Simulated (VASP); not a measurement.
Wanted: the native input for a VASP 6.6.1 run.

```
Task                   : single point
Functional             : LDA
Potentials or basis    : VASP PAW LDA potentials, release 64 (Pb_d, S)
Cutoff                 : 520 eV
k mesh                 : 4 × 4 × 2
Occupations            : gaussian, width 0.01 eV
Spin                   : no spin polarisation
Dipole correction      : no
Further INCAR settings : ALGO = Normal; EDIFF = 1e-07; NBANDS = 28
```

The structure of PbS lies in POSCAR:

```
PbS
1.0
    2.9405000000     -2.9000000000      0.0000000000
    2.9405000000      2.9000000000      0.0000000000
   -1.0800550000      0.0000000000     11.7092940000
Pb S
2 2
Direct
    0.7756000000      0.7756000000      0.6363800000
    0.2244000000      0.2244000000      0.3636200000
    0.2684000000      0.2684000000      0.5986000000
    0.7316000000      0.7316000000      0.4014000000
```

These files were run (other wordings do the same):

INCAR

```
SYSTEM = PbS
ALGO = Normal ; EDIFF = 1E-7
ENCUT = 520 ; ISIF = 2
ISMEAR = 0 ; LASPH = .TRUE.
LCHARG = .FALSE. ; LREAL = .FALSE.
LWAVE = .FALSE. ; NBANDS = 28
NELM = 60 ; PREC = Accurate
SIGMA = 0.01
```

KPOINTS

```
k-points
0
G
  4 4 2
  0 0 0
```

Potentials or basis: VASP PAW LDA potentials, release 64 (Pb_d, S).

Command:

```bash
$ cat potpaw_LDA.64/Pb_d/POTCAR potpaw_LDA.64/S/POTCAR > POTCAR
$ mpirun -np 1 vasp_std > vasp.out
```

It gave:

The largest force is 0.809 eV/Å. The band gap on the k mesh is 1.18 eV.

Caveat: there is no dipole correction, which matters where the two faces differ; spin-orbit coupling is left out, which moves the levels of the heavy elements.

Wall time 3.3 min on 1 thread of Intel(R) Xeon(R) Platinum 8375C CPU @ 2.90GHz (Ice Lake), with other jobs on the host, peak memory 0.25 GiB.
